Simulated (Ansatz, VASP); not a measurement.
NbTe4Mo: VASP beside Ansatz

```
CELL_PARAMETERS angstrom
3.59348 0.00000 0.00000
-1.79674 3.11205 0.00000
0.00000 0.00000 15.55947
ATOMIC_POSITIONS crystal
Nb 0.00000 0.00000 0.00000
Te 0.66667 0.33333 0.38306
Te 0.66667 0.33333 0.87863
Te 0.33333 0.66667 0.12137
Te 0.33333 0.66667 0.61694
Mo 0.00000 0.00000 0.50000
```

Alike in both runs: functional PBE; k mesh 12 × 12 × 4; occupations gaussian, width 0.1 eV; no spin polarisation.

Ansatz relaxed the structure, and its values are those at the end. VASP's run is a single point on that final structure, the one shown.

|  | VASP | Ansatz |
| --- | --- | --- |
| version | VASP 6.6.1 | Ansatz 0.2.0 |
| potentials or method | VASP PAW PBE potentials, release 64 (Nb_sv, Te, Mo_sv), cutoff 520 eV | scalar-relativistic, plane waves, PAW |
| valence electrons in the cell | 51 | 91 |

```tsv
	VASP	Ansatz	Ansatz less VASP
gap on the k mesh at the Fermi level (eV)	none	none	-
pressure (GPa)	0.0	0.0	+0.05
rms of the force components (eV/Å)	0.005	0.000	-0.0045
```

A gap of «none» marks a metal or a gap that the smearing closes. VASP's potentials hold 51 valence electrons a cell and Ansatz's 91, so a difference there can come from the potentials and not from the codes.

Spin-orbit coupling is off throughout.
